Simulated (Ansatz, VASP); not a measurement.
**MgO in VASP and in Ansatz**

INCAR

```
PREC = Accurate
ENCUT = 840
EDIFF = 1E-6
ISMEAR = 0
SIGMA = 0.05
LREAL = False
LASPH = True
NELM = 120
ALGO = Normal
ISIF = 2
LWAVE = False
LCHARG = False
GGA = PE
NBANDS = 15
GGA_COMPAT = False
```

Contents of KPOINTS:

```
Automatic mesh
0
Gamma
  10 10 10
```

The input POSCAR:

```
MgO
1.0
   -0.2254007805      2.0286070245      2.0286070245
    2.0286070245     -0.2254007805      2.0286070245
    2.0286070245      2.0286070245     -0.2254007805
Mg O
1 1
Direct
    0.0000000000      0.0000000000      0.0000000000
    0.5000000000      0.5000000000      0.5000000000
```

Input for Ansatz:

```yaml
crystal:
  lattice:
    - [-0.2254007805, 2.0286070245, 2.0286070245]
    - [2.0286070245, -0.2254007805, 2.0286070245]
    - [2.0286070245, 2.0286070245, -0.2254007805]
  atoms:
    - { symbol: Mg, position: [0.0, 0.0, 0.0] }
    - { symbol: O, position: [0.5, 0.5, 0.5] }
basis:
  ecutwfc: 420
kpoints:
  mp_grid: { grid: [10, 10, 10] }
hamiltonian:
  xc: pbe
scf:
  occupations: { method: gaussian, width: 0.05 }
output:
  forces: true
  stress: true
  eigenvalues: true
  write_density: true
  write_potential: true
  elf: true
  volumetric_format: npy
```

Alike in both runs: task single point; functional PBE; k mesh 10 × 10 × 10; occupations gaussian, width 0.05 eV; no spin polarisation.

|  | VASP | Ansatz |
| --- | --- | --- |
| version | VASP 6.6.1 | Ansatz 0.2.0 |
| potentials or method | VASP PAW PBE potentials, release 64 (Mg_sv, O), cutoff 840 eV | scalar-relativistic, plane waves, PAW |
| valence electrons in the cell | 16 | 16 |

Ansatz gave:

| Quantity | Value |
| --- | --- |
| gap on the k mesh at the Fermi level (eV) | 3.44 |
| least direct gap on the mesh (eV) | 3.44 |
| pressure (GPa) | -1.5 |
| traceless stress, the component that is largest in VASP (GPa) | 11.26 |

**Question.** Estimate VASP's values.

**Answer.** gap on the k mesh at the Fermi level (eV): 3.43; least direct gap on the mesh (eV): 3.43; pressure (GPa): -1.6; traceless stress, the component that is largest in VASP (GPa): 11.23.
